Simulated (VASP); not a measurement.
# Sb (Fm-3m) in VASP: relaxation of cell and atoms with r2SCAN

Aim: the relaxation of cell and atoms of Sb with r2SCAN.

Everything below comes from runs of VASP 6.6.1. Logs are shortened: lines on timing, memory, paths and dates and some standing lists are left out, and cuts for length are marked.

**1. The cell of the first run**

It takes space group Fm-3m (No. 225, cubic). The conventional cell has a = 4.768 Å, b = 4.768 Å, c = 4.768 Å, α = 90.00°, β = 90.00°, γ = 90.00°. Sb (site symmetry m-3m) has 12 Sb at 3.37 Å within 4.4 Å.

This isn't the form of Sb at room conditions, which is rhombohedral.

**2. Relaxation of cell and atoms, r2SCAN**

POSCAR

```
Sb
1.0
    0.0000000000      2.3841901390      2.3841901390
    2.3841901390      0.0000000000      2.3841901390
    2.3841901390      2.3841901390      0.0000000000
Sb
1
Direct
    0.0000000000      0.0000000000      0.0000000000
```

INCAR.step1

```
SYSTEM = Sb
PREC = Accurate
ENCUT = 600
ISMEAR = 0
SIGMA = 0.1
LREAL = .FALSE.
LASPH = .TRUE.
NELM = 100
GGA = PE
ALGO = Normal
EDIFF = 1E-4
LWAVE = .TRUE.
LCHARG = .FALSE.
```

INCAR.step2

```
SYSTEM = Sb
PREC = Accurate
ENCUT = 600
EDIFF = 1E-6
ISMEAR = 0
SIGMA = 0.1
LREAL = .FALSE.
LASPH = .TRUE.
NELM = 100
ALGO = Normal
ISIF = 3
LWAVE = .FALSE.
LCHARG = .FALSE.
METAGGA = R2SCAN
LMIXTAU = .TRUE.
IBRION = 2
NSW = 100
EDIFFG = -0.01
ISTART = 1
```

KPOINTS

```
regular mesh
0
G
  20 20 20
  0 0 0
```

Potentials or basis: VASP PAW PBE potentials, release 64 (Sb).

On the command line:

```bash
$ cat potpaw_PBE.64/Sb/POTCAR > POTCAR
$ cp INCAR.step1 INCAR
$ mpirun -np 1 vasp_std > vasp.out
$ cp INCAR.step2 INCAR
$ mpirun -np 1 vasp_std > vasp.out
```

OUTCAR:

```text
SYSTEM = Sb
   PREC = Accurate
   ENCUT = 600
   EDIFF = 1E-6
   ISMEAR = 0
   LREAL = .FALSE.
   LASPH = .TRUE.
   NELM = 100
   ISIF = 3
   METAGGA = R2SCAN
   IBRION = 2
   NSW = 100
   EDIFFG = -0.01
   ISTART = 1

 ion  position               nearest neighbor table
   1  0.000  0.000  0.000-

  LATTYP: Found a face centered cubic cell.
 ALAT       =     4.7683802780

  Lattice vectors:

 A1 = (   0.0000000000,   2.3841901390,   2.3841901390)
 A2 = (   2.3841901390,   0.0000000000,   2.3841901390)
 A3 = (   2.3841901390,   2.3841901390,   0.0000000000)

Analysis of symmetry for initial positions (statically):
=====================================================================
 Subroutine PRICEL returns:
 Original cell was already a primitive cell.

 Routine SETGRP: Setting up the symmetry group for a
 face centered cubic supercell.

 Subroutine GETGRP returns: Found 48 space group operations
 (whereof 48 operations were pure point group operations)
 out of a pool of 48 trial point group operations.

The static configuration has the point symmetry O_h .

Analysis of symmetry for dynamics (positions and initial velocities):
=====================================================================
 Subroutine PRICEL returns:
 Original cell was already a primitive cell.

 Routine SETGRP: Setting up the symmetry group for a
 face centered cubic supercell.

 Subroutine GETGRP returns: Found 48 space group operations
 (whereof 48 operations were pure point group operations)
 out of a pool of 48 trial point group operations.

The dynamic configuration has the point symmetry O_h .

 Subroutine INISYM returns: Found 48 space group operations
 (whereof 48 operations are pure point group operations),
 and found     1 'primitive' translations

----------------------------------------------------------------------------------------

                                     Primitive cell

  volume of cell :      27.1052

  direct lattice vectors                    reciprocal lattice vectors
     0.000000000  2.384190139  2.384190139    -0.209714818  0.209714818  0.209714818
     2.384190139  0.000000000  2.384190139     0.209714818 -0.209714818  0.209714818
     2.384190139  2.384190139  0.000000000     0.209714818  0.209714818 -0.209714818

  length of vectors
     3.371754030  3.371754030  3.371754030     0.363236719  0.363236719  0.363236719

  position of ions in fractional coordinates (direct lattice)
     0.000000000  0.000000000  0.000000000

  ion indices of the primitive-cell ions
   primitive index   ion index
                 1           1

----------------------------------------------------------------------------------------

 KPOINTS: regular mesh

Automatic generation of k-mesh.
 Grid dimensions read from file:
 generate k-points for:   20   20   20

 Generating k-lattice:

  Cartesian coordinates                     Fractional coordinates (reciprocal lattice)
    -0.010485741  0.010485741  0.010485741     0.050000000  0.000000000  0.000000000
     0.010485741 -0.010485741  0.010485741     0.000000000  0.050000000  0.000000000
     0.010485741  0.010485741 -0.010485741     0.000000000  0.000000000  0.050000000

  Length of vectors
     0.018161836  0.018161836  0.018161836

  Shift w.r.t. Gamma in fractional coordinates (k-lattice)
     0.000000000  0.000000000  0.000000000

 Subroutine IBZKPT returns following result:
 ===========================================

 Found    256 irreducible k-points:

 Following reciprocal coordinates:
            Coordinates               Weight
  0.000000  0.000000  0.000000      1.000000
  0.050000  0.000000  0.000000      8.000000
  0.100000  0.000000  0.000000      8.000000
  0.150000  0.000000  0.000000      8.000000
  0.200000  0.000000  0.000000      8.000000
  0.250000  0.000000  0.000000      8.000000
[... 16 lines left out ...]
 -0.400000  0.050000  0.000000     24.000000
 -0.350000  0.050000  0.000000     24.000000
 [... further k-points ...]
   k-points           NKPTS =    256   k-points in BZ     NKDIM =    256   number of bands    NBANDS=      6
   number of dos      NEDOS =    301   number of ions     NIONS =      1
   total plane-waves  NPLWV =  21952
   dimension x,y,z NGX =    28 NGY =   28 NGZ =   28
   dimension x,y,z NGXF=    56 NGYF=   56 NGZF=   56
   ions per type =               1
   NGX,Y,Z   is equivalent  to a cutoff of  13.81, 13.81, 13.81 a.u.
   NGXF,Y,Z  is equivalent  to a cutoff of  27.61, 27.61, 27.61 a.u.
 SYSTEM =  Sb
   PREC   = accura    normal or accurate (medium, high low for compatibility)
   ISTART =      1    job   : 0-new  1-cont  2-samecut
   ICHARG =      0    charge: 1-file 2-atom 10-const
   ISPIN  =      1    spin polarized calculation?
   LNONCOLLINEAR =      F non collinear calculations
   LSORBIT =      F    spin-orbit coupling
   LASPH  =      T    aspherical Exc in radial PAW
   ENCUT  =  600.0 eV  44.10 Ry    6.64 a.u.   6.73  6.73  6.73*2*pi/ulx,y,z
   NELM   =    100;   NELMIN=  2; NELMDL=  0     # of ELM steps
   EDIFF  = 0.1E-05   stopping-criterion for ELM
   LREAL  =      F    real-space projection
   EDIFFG = -.1E-01   stopping-criterion for IOM
   NSW    =    100    number of steps for IOM
   IBRION =      2    ionic relax: 0-MD 1-quasi-New 2-CG
   NFREE  =      1    steps in history (QN), initial steepest desc. (CG)
   ISIF   =      3    stress and relaxation
   ISYM   =      2    0-nonsym 1-usesym 2-fastsym
   POTIM  = 0.5000    time-step for ionic-motion
   TEBEG  =    0.0;   TEEND  =   0.0 temperature during run
   PSTRESS=    0.0 pullay stress
   NELECT =       5.0000    total number of electrons
   NUPDOWN=      -1.0000    fix difference up-down
   EMIN   =  10.00;   EMAX   =-10.00  energy-range for DOS
   EFERMI =   0.00;   METHOD = LEGACY
   ISMEAR =     0;   SIGMA  =   0.10  broadening in eV -4-tet -1-fermi 0-gaus
   EFERMI_NEDOS =   21; number of points for ismear=-14 and -15
   IALGO  =     38    algorithm
   IMIX   =      4    mixing-type and parameters
     AMIX     =   0.40;   BMIX     =  1.00
     AMIX_MAG =   1.60;   BMIX_MAG =  1.00
  volume/ion in A,a.u.               =      27.11       182.91
  Fermi-wavevector in a.u.,A,eV,Ry     =   0.931924  1.761081 11.816426  0.868483
  Thomas-Fermi vector in A             =   2.058468
   LORBIT       =      0    0 simple, 1 ext, 2 COOP (PROOUT), +10 PAW based schemes
   METAGGA = R2SCAN    functional components
   LHFCALC =     F    Hartree Fock is set to
   AEXX    =    0.0000 exact exchange contribution
   IVDW    =     0    specifies the selected vdW correction
   LEPSILON=     F    determine dielectric tensor
   LRPA    =     F    only Hartree local field effects (RPA)
 conjugate gradient relaxation of ions
 non-spin polarized calculation
 Gauss-broadening in eV      SIGMA  =   0.10
  energy-cutoff  :      600.00
  volume of cell :       27.11
 maximum number of plane-waves:       934
   NGX = 13   NGY = 13   NGZ = 13

--------------------------------------- Ionic step        1  -------------------------------------------

 number of electron       5.0000000 magnetization

 Free energy of the ion-electron system (eV)
  ---------------------------------------------------
  ext. energy  EPLUGINS =         0.00000000
  ---------------------------------------------------
  free energy    TOTEN  =       -25.23255863 eV

  energy without entropy =      -25.22940432  energy(sigma->0) =      -25.23098147

------------------------ aborting loop because EDIFF is reached ----------------------------------------

  FORCE on cell =-STRESS in cart. coord.  units (eV):
  Direction    XX          YY          ZZ          XY          YZ          ZX
  --------------------------------------------------------------------------------------
  -------------------------------------------------------------------------------------
  Total        0.0104252      0.0104252      0.0104252     -0.0000000      0.0000000      0.0000000
  in kB        0.6162320      0.6162320      0.6162320     -0.0000000      0.0000000      0.0000000
  external PRESSURE =       0.6162320 kB  Pullay stress =       0.0000000 kB

 VOLUME and BASIS-vectors are now :
 -----------------------------------------------------------------------------
  energy-cutoff  :      600.00
  volume of cell :       27.11
      direct lattice vectors                 reciprocal lattice vectors
     0.000000000  2.384190139  2.384190139    -0.209714818  0.209714818  0.209714818
     2.384190139  0.000000000  2.384190139     0.209714818 -0.209714818  0.209714818
     2.384190139  2.384190139  0.000000000     0.209714818  0.209714818 -0.209714818

 POSITION                                       TOTAL-FORCE (eV/Angst)
 -----------------------------------------------------------------------------------
      0.00000      0.00000      0.00000        -0.000000     -0.000000     -0.000000
 -----------------------------------------------------------------------------------
    total drift:                                0.000000     -0.000000     -0.000000

  FREE ENERGIE OF THE ION-ELECTRON SYSTEM (eV)
  ---------------------------------------------------
  free  energy   TOTEN  =       -25.2325586259 eV

  energy  without entropy=      -25.2294043214  energy(sigma->0) =      -25.23098147

--------------------------------------- Ionic step        2  -------------------------------------------

 number of electron       5.0000000 magnetization

 Free energy of the ion-electron system (eV)
  ---------------------------------------------------
  ext. energy  EPLUGINS =         0.00000000
  ---------------------------------------------------
  free energy    TOTEN  =       -25.23256186 eV

  energy without entropy =      -25.22941121  energy(sigma->0) =      -25.23098653

 E-fermi :   8.4020     XC(G=0): -10.7926

 val. band max:        8.3905685844   @ k =   0.5000   0.4500   0.0000
 cond. band min:       8.4067622509   @ k =   0.3000   0.2500   0.0000
 fundamental gap:      0.0161936665
 Fermi energy:         8.4020393171

 k-point     1 :       0.0000    0.0000    0.0000
  band No.  band energies     occupation
      1      -5.1536      2.00000
      2      13.9317      0.00000
      3      13.9317      0.00000
      4      13.9317      0.00000
      5      18.7551      0.00000
      6      18.7551      0.00000

 k-point     2 :       0.0500    0.0000    0.0000
  band No.  band energies     occupation
      1      -5.1015      2.00000
      2      13.4134      0.00000
      3      13.8587      0.00000
      4      13.8587      0.00000
      5      18.2612      0.00000
      6      18.8739      0.00000

 k-point     3 :       0.1000    0.0000    0.0000
  band No.  band energies     occupation
      1      -4.9453      2.00000
      2      12.1793      0.00000
      3      13.6638      0.00000
      4      13.6638      0.00000
      5      17.8363      0.00000
      6      19.1847      0.00000

 k-point     4 :       0.1500    0.0000    0.0000
  band No.  band energies     occupation
      1      -4.6859      2.00000
      2      10.6672      0.00000
      3      13.3990      0.00000
      4      13.3990      0.00000
      5      17.5360      0.00000
      6      19.5287      0.00000
[... 154 lines left out ...]
 k-point    22 :      -0.4500    0.0500    0.0000
  band No.  band energies     occupation
      1      -1.2629      2.00000
      2       2.4838      2.00000
      3      11.6363      0.00000
      4      12.1045      0.00000
      5      17.2757      0.00000
      6      17.5055      0.00000

 k-point    23 :      -0.4000    0.0500    0.0000
  band No.  band energies     occupation
      1      -1.7807      2.00000
      2       3.2489      2.00000
      3      11.6035      0.00000
      4      12.2913      0.00000
      5      17.3747      0.00000
      6      17.6035      0.00000

 k-point    24 :      -0.3500    0.0500    0.0000
  band No.  band energies     occupation
      1      -2.4323      2.00000
      2       4.3568      2.00000
      3      11.6421      0.00000
      4      12.5296      0.00000
      5      17.3513      0.00000
      6      17.9577      0.00000

 [... further k-points ...]

------------------------ aborting loop because EDIFF is reached ----------------------------------------

  FORCE on cell =-STRESS in cart. coord.  units (eV):
  Direction    XX          YY          ZZ          XY          YZ          ZX
  --------------------------------------------------------------------------------------
  -------------------------------------------------------------------------------------
  Total       -0.0052370     -0.0052370     -0.0052370     -0.0000000     -0.0000000     -0.0000000
  in kB       -0.3090882     -0.3090882     -0.3090882     -0.0000000     -0.0000000     -0.0000000
  external PRESSURE =      -0.3090882 kB  Pullay stress =       0.0000000 kB

 VOLUME and BASIS-vectors are now :
 -----------------------------------------------------------------------------
  energy-cutoff  :      600.00
  volume of cell :       27.15
      direct lattice vectors                 reciprocal lattice vectors
    -0.000000000  2.385389247  2.385389247    -0.209609396  0.209609396  0.209609396
     2.385389247  0.000000000  2.385389247     0.209609396 -0.209609396  0.209609396
     2.385389247  2.385389247 -0.000000000     0.209609396  0.209609396 -0.209609396

 POSITION                                       TOTAL-FORCE (eV/Angst)
 -----------------------------------------------------------------------------------
      4.77078      4.77078      4.77078        -0.000000      0.000000     -0.000000
 -----------------------------------------------------------------------------------
    total drift:                                0.000000      0.000000     -0.000000

  FREE ENERGIE OF THE ION-ELECTRON SYSTEM (eV)
  ---------------------------------------------------
  free  energy   TOTEN  =       -25.2325618566 eV

  energy  without entropy=      -25.2294112104  energy(sigma->0) =      -25.23098653

 reached required accuracy - stopping structural energy minimisation
```

Run time: 4 min. Hardware: 1 thread of AMD EPYC 7R13 (Zen 3), shared host; peak memory 0.18 GiB.

Results:

```yaml
Free_energy: -25.2326 eV
Relaxed_volume: 27.15 Å³/atom
Relaxed_cell: a = 3.373 Å, b = 3.373 Å, c = 3.373 Å, α = 60.00°, β = 60.00°, γ = 60.00°
Space_group_after_relaxing_to_0.1_Å: Fm-3m (No. 225)
Energy_gained_by_relaxing: 0.0 meV/atom
Ionic_steps: 2
Pressure_after_relaxing: 0.0 GPa
Band_gap_on_the_k_mesh: zero (an odd number of electrons rules out a gap without spin polarisation)
```

Final structure:
```
Sb
1.0
     0.00000    2.38539    2.38539
     2.38539    0.00000    2.38539
     2.38539    2.38539    0.00000
Sb
1
Direct
  0.00000 0.00000 0.00000
```

Levels at points of the mesh, in eV from the Fermi level:
```
           k point  band 1  band 2  band 3  band 4  band 5
(0.00, 0.00, 0.00)  -13.56    5.53    5.53    5.53   10.35
(0.50, 0.00, 0.00)   -9.58   -6.14    3.73    3.73    8.67
(0.50, 0.50, 0.00)   -7.82   -5.26    0.32    0.32    4.61
```

Caveat: the PAW data sets were made with another functional, which shifts forces and pressure a little; spin-orbit coupling is left out, which moves the levels of the heavy elements; an odd number of electrons without spin polarisation forces a metal; a magnetic or distorted state may lie lower.
